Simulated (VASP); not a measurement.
# NaCl (Fm-3m) in VASP: settings compared

The runs below take NaCl through single point, with PBE, r2SCAN.

Program: VASP 6.6.1. These are calculated values, not measurements. Logs are shortened: lines on timing, memory, paths and dates and some standing lists are left out, and cuts for length are marked.

**1. The cell of the first run**

It takes space group Fm-3m (No. 225, cubic). Conventional cell: a = 5.751 Å, b = 5.751 Å, c = 5.751 Å, α = 90.00°, β = 90.00°, γ = 90.00°. Within 3.8 Å of Na (site symmetry m-3m) lie 6 Cl at 2.88 Å. Cl (site symmetry m-3m) has 6 Na at 2.88 Å within 3.8 Å.

**2. Single point, PBE (volume changed by +3%)**

File INCAR:

```
PREC = Accurate
ENCUT = 520
EDIFF = 1E-6
ISMEAR = 0
SIGMA = 0.01
LREAL = False
LASPH = True
NELM = 100
ALGO = Normal
ISIF = 2
LWAVE = False
LCHARG = False
GGA = PE
NBANDS = 14
```

File KPOINTS:

```
Automatic mesh
0
Gamma
  6 6 6
```

File POSCAR:

```
NaCl
1.0
    0.0000000000      2.8752842677      2.8752842677
    2.8752842677      0.0000000000      2.8752842677
    2.8752842677      2.8752842677      0.0000000000
Na Cl
1 1
Direct
    0.0000000000      0.0000000000      0.0000000000
    0.5000000000      0.5000000000      0.5000000000
```

Potentials or basis: VASP PAW PBE potentials, release 64 (Na_pv, Cl).

Launch:

```bash
$ cat potpaw_PBE.64/Na_pv/POTCAR potpaw_PBE.64/Cl/POTCAR > POTCAR
$ mpirun -np 1 vasp_std > vasp.out
```

OUTCAR:

```text
PREC = Accurate
   ENCUT = 520
   EDIFF = 1E-6
   ISMEAR = 0
   LREAL = False
   LASPH = True
   NELM = 100
   ISIF = 2
   GGA = PE

 ion  position               nearest neighbor table
   1  0.000  0.000  0.000-
   2  0.500  0.500  0.500-

  LATTYP: Found a face centered cubic cell.
 ALAT       =     5.7505685354

  Lattice vectors:

 A1 = (   0.0000000000,   2.8752842677,   2.8752842677)
 A2 = (   2.8752842677,   0.0000000000,   2.8752842677)
 A3 = (   2.8752842677,   2.8752842677,   0.0000000000)

Analysis of symmetry for initial positions (statically):
=====================================================================
 Subroutine PRICEL returns:
 Original cell was already a primitive cell.

 Routine SETGRP: Setting up the symmetry group for a
 face centered cubic supercell.

 Subroutine GETGRP returns: Found 48 space group operations
 (whereof 48 operations were pure point group operations)
 out of a pool of 48 trial point group operations.

The static configuration has the point symmetry O_h .

Analysis of symmetry for dynamics (positions and initial velocities):
=====================================================================
 Subroutine PRICEL returns:
 Original cell was already a primitive cell.

 Routine SETGRP: Setting up the symmetry group for a
 face centered cubic supercell.

 Subroutine GETGRP returns: Found 48 space group operations
 (whereof 48 operations were pure point group operations)
 out of a pool of 48 trial point group operations.

The dynamic configuration has the point symmetry O_h .

 Subroutine INISYM returns: Found 48 space group operations
 (whereof 48 operations are pure point group operations),
 and found     1 'primitive' translations

----------------------------------------------------------------------------------------

                                     Primitive cell

  volume of cell :      47.5414

  direct lattice vectors                    reciprocal lattice vectors
     0.000000000  2.875284268  2.875284268    -0.173895849  0.173895849  0.173895849
     2.875284268  0.000000000  2.875284268     0.173895849 -0.173895849  0.173895849
     2.875284268  2.875284268  0.000000000     0.173895849  0.173895849 -0.173895849

  length of vectors
     4.066266007  4.066266007  4.066266007     0.301196446  0.301196446  0.301196446

[... 78 lines left out ...]
   ISYM   =      2    0-nonsym 1-usesym 2-fastsym
   POTIM  = 0.5000    time-step for ionic-motion
   TEBEG  =    0.0;   TEEND  =   0.0 temperature during run
   PSTRESS=    0.0 pullay stress
   NELECT =      14.0000    total number of electrons
   NUPDOWN=      -1.0000    fix difference up-down
   EMIN   =  10.00;   EMAX   =-10.00  energy-range for DOS
   EFERMI =   0.00;   METHOD = LEGACY
   ISMEAR =     0;   SIGMA  =   0.01  broadening in eV -4-tet -1-fermi 0-gaus
   EFERMI_NEDOS =   21; number of points for ismear=-14 and -15
   IALGO  =     38    algorithm
   IMIX   =      4    mixing-type and parameters
     AMIX     =   0.40;   BMIX     =  1.00
     AMIX_MAG =   1.60;   BMIX_MAG =  1.00
  volume/ion in A,a.u.               =      23.77       160.41
  Fermi-wavevector in a.u.,A,eV,Ry     =   1.089164  2.058222 16.140303  1.186279
  Thomas-Fermi vector in A             =   2.225362
   LORBIT       =      0    0 simple, 1 ext, 2 COOP (PROOUT), +10 PAW based schemes
   GGA     = PE    functional components
   LHFCALC =     F    Hartree Fock is set to
   AEXX    =    0.0000 exact exchange contribution
   IVDW    =     0    specifies the selected vdW correction
   LEPSILON=     F    determine dielectric tensor
   LRPA    =     F    only Hartree local field effects (RPA)
 non-spin polarized calculation
 Gauss-broadening in eV      SIGMA  =   0.01
  energy-cutoff  :      520.00
  volume of cell :       47.54
 maximum number of plane-waves:      1303
   NGX = 15   NGY = 15   NGZ = 15

 number of electron      13.9999997 magnetization

 Free energy of the ion-electron system (eV)
  ---------------------------------------------------
  ext. energy  EPLUGINS =         0.00000000
  ---------------------------------------------------
  free energy    TOTEN  =        -6.77531104 eV

  energy without entropy =       -6.77531104  energy(sigma->0) =       -6.77531104

 E-fermi :  -1.0120     XC(G=0):  -7.9204

 val. band max:       -1.0542154013   @ k =   0.0000   0.0000   0.0000
 cond. band min:       3.8366400797   @ k =   0.0000   0.0000   0.0000
 fundamental gap:      4.8908554810
 Fermi energy:        -1.0120145713

 k-point     1 :       0.0000    0.0000    0.0000
  band No.  band energies     occupation
      1     -21.9923      2.00000
      2     -21.9923      2.00000
      3     -21.9923      2.00000
      4     -13.5893      2.00000
      5      -1.0542      2.00000
      6      -1.0542      2.00000
      7      -1.0542      2.00000
      8       3.8366      0.00000
      9       9.9999      0.00000
     10       9.9999      0.00000
     11       9.9999      0.00000
     12      12.0870      0.00000
     13      12.0870      0.00000
     14      13.5962      0.00000
[... 241 lines left out ...]
      1     -22.0055      2.00000
      2     -22.0009      2.00000
      3     -21.9997      2.00000
      4     -13.2535      2.00000
      5      -2.3562      2.00000
      6      -1.8775      2.00000
      7      -1.7005      2.00000
      8       7.1114      0.00000
      9       7.7866      0.00000
     10       9.1794      0.00000
     11      10.6881      0.00000
     12      13.6585      0.00000
     13      14.7716      0.00000
     14      14.9216      0.00000

------------------------ aborting loop because EDIFF is reached ----------------------------------------

  FORCE on cell =-STRESS in cart. coord.  units (eV):
  Direction    XX          YY          ZZ          XY          YZ          ZX
  --------------------------------------------------------------------------------------
  -------------------------------------------------------------------------------------
  Total       -0.1960099     -0.1960099     -0.1960099      0.0000000      0.0000000     -0.0000000
  in kB       -6.6056587     -6.6056587     -6.6056587      0.0000000      0.0000000     -0.0000000
  external PRESSURE =      -6.6056587 kB  Pullay stress =       0.0000000 kB

 VOLUME and BASIS-vectors are now :
 -----------------------------------------------------------------------------
  energy-cutoff  :      520.00
  volume of cell :       47.54
      direct lattice vectors                 reciprocal lattice vectors
     0.000000000  2.875284268  2.875284268    -0.173895849  0.173895849  0.173895849
     2.875284268  0.000000000  2.875284268     0.173895849 -0.173895849  0.173895849
     2.875284268  2.875284268  0.000000000     0.173895849  0.173895849 -0.173895849

 POSITION                                       TOTAL-FORCE (eV/Angst)
 -----------------------------------------------------------------------------------
      0.00000      0.00000      0.00000         0.000000     -0.000000     -0.000000
      2.87528      2.87528      2.87528        -0.000000      0.000000      0.000000
 -----------------------------------------------------------------------------------
    total drift:                                0.000000      0.000000      0.000000

  FREE ENERGIE OF THE ION-ELECTRON SYSTEM (eV)
  ---------------------------------------------------
  free  energy   TOTEN  =        -6.7753110367 eV

  energy  without entropy=       -6.7753110367  energy(sigma->0) =       -6.77531104
```

OSZICAR:

```text
N       E                     dE             d eps       ncg     rms          rms(c)
DAV:   1     0.943426744518E+02    0.94343E+02   -0.70650E+03   448   0.951E+02
DAV:   2     0.114773257837E+01   -0.93195E+02   -0.85563E+02   496   0.258E+02
DAV:   3    -0.685682229584E+01   -0.80046E+01   -0.79689E+01   580   0.720E+01
DAV:   4    -0.698310430426E+01   -0.12628E+00   -0.12623E+00   526   0.964E+00
DAV:   5    -0.698614021707E+01   -0.30359E-02   -0.30356E-02   568   0.151E+00    0.214E+00
DAV:   6    -0.678114500470E+01    0.20500E+00   -0.35155E-01   538   0.327E+00    0.159E+00
DAV:   7    -0.676912130194E+01    0.12024E-01   -0.82942E-02   598   0.160E+00    0.108E+00
DAV:   8    -0.677525958037E+01   -0.61383E-02   -0.10522E-02   514   0.856E-01    0.279E-01
DAV:   9    -0.677516957596E+01    0.90004E-04   -0.21230E-04   568   0.110E-01    0.167E-01
DAV:  10    -0.677532524046E+01   -0.15566E-03   -0.41223E-04   526   0.143E-01    0.787E-02
DAV:  11    -0.677531147783E+01    0.13763E-04   -0.21760E-05   580   0.397E-02    0.217E-02
DAV:  12    -0.677531103672E+01    0.44111E-06   -0.33443E-06   532   0.150E-02
   1 F= -.67753110E+01 E0= -.67753110E+01  d E =-.144349E-11
```

It took 7.8 s on 1 thread of Intel Xeon Platinum 8488C (Sapphire Rapids), shared host; peak memory 0.16 GiB.

What came out:

```
Free energy            : -6.7753 eV
Pressure               : -0.7 GPa
Band gap on the k mesh : 4.89 eV, direct
```

Caveat: the cell differs from its parent crystal (volume changed by +3%).

**3. Single point, PBE (volume changed by +6%)**

File INCAR:

```
SYSTEM = NaCl
PREC = Accurate
ENCUT = 520
EDIFF = 1E-7
ISMEAR = 0
SIGMA = 0.01
LREAL = .FALSE.
LASPH = .TRUE.
NELM = 80
ALGO = Normal
ISIF = 2
LWAVE = .FALSE.
LCHARG = .TRUE.
GGA = PE
LELF = .TRUE.
LVHAR = .TRUE.
NBANDS = 14
```

File KPOINTS:

```
Automatic mesh
0
G
  6 6 6
  0 0 0
```

File POSCAR:

```
NaCl
1.0
    0.0000000000      2.9029329279      2.9029329279
    2.9029329279      0.0000000000      2.9029329279
    2.9029329279      2.9029329279      0.0000000000
Na Cl
1 1
Direct
    0.0000000000      0.0000000000      0.0000000000
    0.5000000000      0.5000000000      0.5000000000
```

Potentials or basis: VASP PAW PBE potentials, release 64 (Na_pv, Cl).

Launch:

```bash
$ cat potpaw_PBE.64/Na_pv/POTCAR potpaw_PBE.64/Cl/POTCAR > POTCAR
$ mpirun -np 1 vasp_std > vasp.out
```

It took 6.9 s on 1 thread of Intel Xeon Platinum 8488C (Sapphire Rapids), shared host; peak memory 0.16 GiB.

The run converged. Its results:

```
Free energy            : -6.7674 eV
Pressure               : -1.2 GPa
Band gap on the k mesh : 4.79 eV, direct
```

Levels at points of the mesh, in eV from the valence-band top:
```csv
k point,band 3,band 4,band 5,band 6,band 7,band 8,band 9,band 10,band 11,band 12
"(0.00, 0.00, 0.00)",-21.00,-12.48,0.00,0.00,0.00,4.79,11.02,11.02,11.02,13.07
"(0.50, 0.00, 0.00)",-21.00,-12.22,-1.68,-0.22,-0.22,7.11,9.93,10.75,10.75,14.42
"(0.50, 0.50, 0.00)",-21.01,-12.18,-1.44,-0.52,-0.52,7.27,8.13,10.72,14.01,14.01
```

Caveat: the cell differs from its parent crystal (volume changed by +6%).

**4. Single point, r2SCAN (volume changed by -6%)**

File POSCAR:

```
NaCl
1.0
    0.0000000000      2.7455172709      2.7455172709
    2.7455172709      0.0000000000      2.7455172709
    2.7455172709      2.7455172709      0.0000000000
Na Cl
1 1
Direct
    0.0000000000      0.0000000000      0.0000000000
    0.5000000000      0.5000000000      0.5000000000
```

File INCAR.step1:

```
PREC = Accurate
ENCUT = 520
ISMEAR = 0
SIGMA = 0.01
LREAL = False
LASPH = True
NELM = 80
NBANDS = 14
GGA = PE
ALGO = Normal
EDIFF = 1E-4
LWAVE = True
LCHARG = False
```

File INCAR.step2:

```
PREC = Accurate
ENCUT = 520
EDIFF = 1E-6
ISMEAR = 0
SIGMA = 0.01
LREAL = False
LASPH = True
NELM = 80
ALGO = Normal
ISIF = 2
LWAVE = False
LCHARG = False
METAGGA = R2SCAN
LMIXTAU = True
NBANDS = 14
ISTART = 1
```

File KPOINTS:

```
regular mesh
0
Gamma
  6 6 6
```

Launch:

```bash
$ cat potpaw_PBE.64/Na_pv/POTCAR potpaw_PBE.64/Cl/POTCAR > POTCAR
$ cp INCAR.step1 INCAR
$ mpirun -np 1 vasp_std > vasp.out
$ cp INCAR.step2 INCAR
$ mpirun -np 1 vasp_std > vasp.out
```

Run time: 27 s. Hardware: 1 thread of Intel Xeon Platinum 8488C (Sapphire Rapids), shared host; peak memory 0.16 GiB.

Results (log left out):

* Free energy: -13.7772 eV
* Pressure: 1.7 GPa
* Band gap on the k mesh: 6.27 eV, direct

Levels at points of the mesh, in eV from the valence-band top:
| k point | band 3 | band 4 | band 5 | band 6 | band 7 | band 8 | band 9 | band 10 | band 11 | band 12 |
| --- | --- | --- | --- | --- | --- | --- | --- | --- | --- | --- |
| (0.00, 0.00, 0.00) | -21.38 | -13.42 | 0.00 | 0.00 | 0.00 | 6.27 | 11.83 | 11.83 | 11.83 | 14.18 |
| (0.50, 0.00, 0.00) | -21.39 | -12.99 | -2.18 | -0.33 | -0.33 | 8.09 | 11.96 | 11.96 | 12.30 | 16.56 |
| (0.50, 0.50, 0.00) | -21.40 | -12.94 | -1.91 | -0.69 | -0.69 | 8.53 | 8.68 | 12.83 | 16.33 | 16.69 |

Caveat: the cell differs from its parent crystal (volume changed by -6%); the PAW data sets were made with another functional, which shifts forces and pressure a little.

**5. Single point, r2SCAN (volume changed by -3%)**

File POSCAR:

```
NaCl
1.0
    0.0000000000      2.7744195766      2.7744195766
    2.7744195766      0.0000000000      2.7744195766
    2.7744195766      2.7744195766      0.0000000000
Na Cl
1 1
Direct
    0.0000000000      0.0000000000      0.0000000000
    0.5000000000      0.5000000000      0.5000000000
```

File INCAR.step1:

```
SYSTEM = NaCl
ALGO = Normal ; EDIFF = 1E-4
ENCUT = 520 ; GGA = PE
ISMEAR = 0 ; LASPH = .True.
LCHARG = .False. ; LREAL = .False.
LWAVE = .True. ; NBANDS = 14
NELM = 60 ; PREC = Accurate
SIGMA = 0.01
```

File INCAR.step2:

```
SYSTEM = NaCl
ALGO = Normal ; EDIFF = 1E-6
ENCUT = 520 ; ISIF = 2
ISMEAR = 0 ; ISTART = 1
LASPH = .True. ; LCHARG = .False.
LMIXTAU = .True. ; LREAL = .False.
LWAVE = .False. ; METAGGA = R2SCAN
NBANDS = 14 ; NELM = 60
PREC = Accurate ; SIGMA = 0.01
```

File KPOINTS:

```
k-points
0
Gamma
  6 6 6
  0 0 0
```

Potentials or basis: VASP PAW PBE potentials, release 64 (Na_pv, Cl).

Launch:

```bash
$ cat potpaw_PBE.64/Na_pv/POTCAR potpaw_PBE.64/Cl/POTCAR > POTCAR
$ cp INCAR.step1 INCAR
$ mpirun -np 1 vasp_std > vasp.out
$ cp INCAR.step2 INCAR
$ mpirun -np 1 vasp_std > vasp.out
```

OUTCAR:

```text
SYSTEM = NaCl
   EDIFF = 1E-6
   ENCUT = 520
   ISIF = 2
   ISMEAR = 0
   ISTART = 1
   LASPH = .True.
   LREAL = .False.
   METAGGA = R2SCAN
   NELM = 60
   PREC = Accurate

 ion  position               nearest neighbor table
   1  0.000  0.000  0.000-
   2  0.500  0.500  0.500-

  LATTYP: Found a face centered cubic cell.
 ALAT       =     5.5488391532

  Lattice vectors:

[... 446 lines left out ...]
     13      16.5734      0.00000
     14      16.7568      0.00000

------------------------ aborting loop because EDIFF is reached ----------------------------------------

  FORCE on cell =-STRESS in cart. coord.  units (eV):
  Direction    XX          YY          ZZ          XY          YZ          ZX
  --------------------------------------------------------------------------------------
  -------------------------------------------------------------------------------------
  Total        0.2073888      0.2073888      0.2073888     -0.0000000      0.0000000      0.0000000
  in kB        7.7794594      7.7794594      7.7794594     -0.0000000      0.0000000      0.0000000
  external PRESSURE =       7.7794594 kB  Pullay stress =       0.0000000 kB

 VOLUME and BASIS-vectors are now :
 -----------------------------------------------------------------------------
  energy-cutoff  :      520.00
  volume of cell :       42.71
      direct lattice vectors                 reciprocal lattice vectors
     0.000000000  2.774419577  2.774419577    -0.180217875  0.180217875  0.180217875
     2.774419577  0.000000000  2.774419577     0.180217875 -0.180217875  0.180217875
     2.774419577  2.774419577  0.000000000     0.180217875  0.180217875 -0.180217875

 POSITION                                       TOTAL-FORCE (eV/Angst)
 -----------------------------------------------------------------------------------
      0.00000      0.00000      0.00000        -0.000000      0.000000     -0.000000
      2.77442      2.77442      2.77442         0.000000     -0.000000      0.000000
 -----------------------------------------------------------------------------------
    total drift:                               -0.000000      0.000000      0.000000

  FREE ENERGIE OF THE ION-ELECTRON SYSTEM (eV)
  ---------------------------------------------------
  free  energy   TOTEN  =       -13.7874599879 eV

  energy  without entropy=      -13.7874599879  energy(sigma->0) =      -13.78745999
```

OSZICAR.step1:

```text
N       E                     dE             d eps       ncg     rms          rms(c)
DAV:   1     0.100398234896E+03    0.10040E+03   -0.71357E+03   454   0.102E+03
DAV:   2     0.119035149708E+01   -0.99208E+02   -0.92091E+02   484   0.275E+02
DAV:   3    -0.681452843367E+01   -0.80049E+01   -0.79523E+01   586   0.724E+01
DAV:   4    -0.694226456011E+01   -0.12774E+00   -0.12770E+00   496   0.960E+00
DAV:   5    -0.694489774700E+01   -0.26332E-02   -0.26330E-02   588   0.146E+00    0.217E+00
DAV:   6    -0.676113131753E+01    0.18377E+00   -0.30009E-01   544   0.328E+00    0.163E+00
DAV:   7    -0.674962460700E+01    0.11507E-01   -0.80730E-02   582   0.167E+00    0.111E+00
DAV:   8    -0.675494221233E+01   -0.53176E-02   -0.97109E-03   496   0.857E-01    0.307E-01
DAV:   9    -0.675482743222E+01    0.11478E-03   -0.22378E-04   538   0.116E-01    0.154E-01
DAV:  10    -0.675493161668E+01   -0.10418E-03   -0.25048E-04   520   0.134E-01    0.593E-02
DAV:  11    -0.675492331448E+01    0.83022E-05   -0.14578E-05   326   0.401E-02
   1 F= -.67549233E+01 E0= -.67549233E+01  d E =-.130243-102
```

Run time: 28 s. Hardware: 1 thread of Intel Xeon Platinum 8488C (Sapphire Rapids), shared host; peak memory 0.16 GiB.

What came out:

- Free energy: -13.7875 eV
- Pressure: 0.8 GPa
- Band gap on the k mesh: 6.13 eV, direct

Caveat: the cell differs from its parent crystal (volume changed by -3%); the PAW data sets were made with another functional, which shifts forces and pressure a little.

**6. Single point, r2SCAN**

This run uses another cell than the first one, of 22.02 Å³/atom, 0.926 times its volume.

File POSCAR:

```
NaCl
1.0
    0.0000000000      2.8027319359      2.8027319359
    2.8027319359      0.0000000000      2.8027319359
    2.8027319359      2.8027319359      0.0000000000
Na Cl
1 1
Direct
    0.0000000000      0.0000000000      0.0000000000
    0.5000000000      0.5000000000      0.5000000000
```

File INCAR.step1:

```
SYSTEM = NaCl
PREC = Accurate ; ENCUT = 520
ISMEAR = 0 ; SIGMA = 0.01
LREAL = .FALSE. ; LASPH = .TRUE.
NELM = 60 ; NBANDS = 14
GGA = PE ; ALGO = Normal
EDIFF = 1E-4 ; LWAVE = .TRUE.
LCHARG = .FALSE.
```

File INCAR.step2:

```
SYSTEM = NaCl
PREC = Accurate ; ENCUT = 520
EDIFF = 1E-7 ; ISMEAR = 0
SIGMA = 0.01 ; LREAL = .FALSE.
LASPH = .TRUE. ; NELM = 60
ALGO = Normal ; ISIF = 2
LWAVE = .FALSE. ; LCHARG = .FALSE.
METAGGA = R2SCAN ; LMIXTAU = .TRUE.
NBANDS = 14 ; ISTART = 1
```

File KPOINTS:

```
regular mesh
0
G
  6 6 6
  0 0 0
```

Potentials or basis: VASP PAW PBE potentials, release 64 (Na_pv, Cl).

Launch:

```bash
$ cat potpaw_PBE.64/Na_pv/POTCAR potpaw_PBE.64/Cl/POTCAR > POTCAR
$ cp INCAR.step1 INCAR
$ mpirun -np 1 vasp_std > vasp.out
$ cp INCAR.step2 INCAR
$ mpirun -np 1 vasp_std > vasp.out
```

Wall time 37 s (1 thread of Intel Xeon Platinum 8488C (Sapphire Rapids), shared host); peak memory 0.16 GiB.

Results (log left out):

* Free energy: -13.7901 eV
* Pressure: -0.2 GPa
* Band gap on the k mesh: 6.00 eV, direct

Levels at points of the mesh, in eV from the valence-band top:
```tsv
k point	band 5	band 6	band 7	band 8	band 9	band 10
(0.00, 0.00, 0.00)	0.00	0.00	0.00	6.00	11.78	11.78
(0.50, 0.00, 0.00)	-1.98	-0.29	-0.29	7.98	11.77	11.81
(0.50, 0.50, 0.00)	-1.73	-0.63	-0.63	8.50	8.60	12.35
```

Caveat: the PAW data sets were made with another functional, which shifts forces and pressure a little.

**7. Summary**

| level | cell | gap on the mesh (eV) | pressure (GPa) |
| --- | --- | --- | --- |
| PBE | a = 4.066 Å, angles 60.0°, 2 atoms | 4.89 | -0.7 |
| PBE | a = 4.105 Å, angles 60.0°, 2 atoms | 4.79 | -1.2 |
| r2SCAN | a = 3.883 Å, angles 60.0°, 2 atoms | 6.27 | 1.7 |
| r2SCAN | a = 3.924 Å, angles 60.0°, 2 atoms | 6.13 | 0.8 |
| r2SCAN | a = 3.964 Å, angles 60.0°, 2 atoms | 6.00 | -0.2 |

Alike in all rows: task single point; potentials or basis VASP PAW PBE potentials, release 64 (Na_pv, Cl); no spin polarisation; k mesh 6 × 6 × 6; cutoff (eV) 520; smearing gaussian 0.01 eV.

Caveats: the PAW data sets were made with another functional, which shifts forces and pressure a little (some runs).

Absolute energies hang on the potentials; compare differences alone.
